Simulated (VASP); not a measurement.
Wanted: the native input for a VASP 6.6.1 run.

| Item | Value |
| --- | --- |
| Task | single point |
| Functional | PBEsol |
| Potentials or basis | VASP PAW PBE potentials, release 64 (Co_sv) |
| Cutoff | 690 eV |
| k mesh | 15 × 15 × 15 |
| Occupations | fermi-dirac, width 0.05 eV |
| Spin | collinear spin, ferromagnetic start |
| Starting moments | [1.754] μB |
| Dipole correction | no |
| Further INCAR settings | ALGO = Normal; EDIFF = 1e-06; NBANDS = 18 |

The structure of Co lies in POSCAR:

```
Co
1.0
    2.2645618935      0.0000000000      0.0000000000
    0.0000000000      2.2645618935      0.0000000000
    0.0000000000      0.0000000000      2.2645618935
Co
1
Direct
    0.0000000000      0.0000000000      0.0000000000
```

This isn't the form of Co at room conditions, which is hcp.

One way to write it, as run:

INCAR

```
PREC = Accurate ; ENCUT = 690
EDIFF = 1E-6 ; ISMEAR = -1
SIGMA = 0.05 ; LREAL = F
LASPH = T ; NELM = 200
ALGO = Normal ; ISIF = 2
LWAVE = F ; LCHARG = T
ISPIN = 2 ; MAGMOM = 1.754
LORBIT = 11 ; LMAXMIX = 4
GGA = PS ; LELF = T
LVHAR = T ; NBANDS = 18
GGA_COMPAT = F
```

KPOINTS

```
Automatic mesh
0
Gamma
  15 15 15
```

Potentials or basis: VASP PAW PBE potentials, release 64 (Co_sv).

The run is started by

```console
$ cat potpaw_PBE.64/Co_sv/POTCAR > POTCAR
$ mpirun -np 1 vasp_std > vasp.out
```

It gave:

```json
{"Pressure": "5.7 GPa", "Net moment": "1.68 μB per cell", "Site moments": "Co +1.67 μB", "Valence electrons inside the program's atomic spheres": "Co 15.13"}
```

Caveat: the cell stands under pressure; the PAW data sets were made with another functional, which shifts forces and pressure a little.

Wall time 33 s on 1 thread of Intel(R) Xeon(R) Platinum 8559C (Emerald Rapids), on a shared host, peak memory 0.16 GiB.
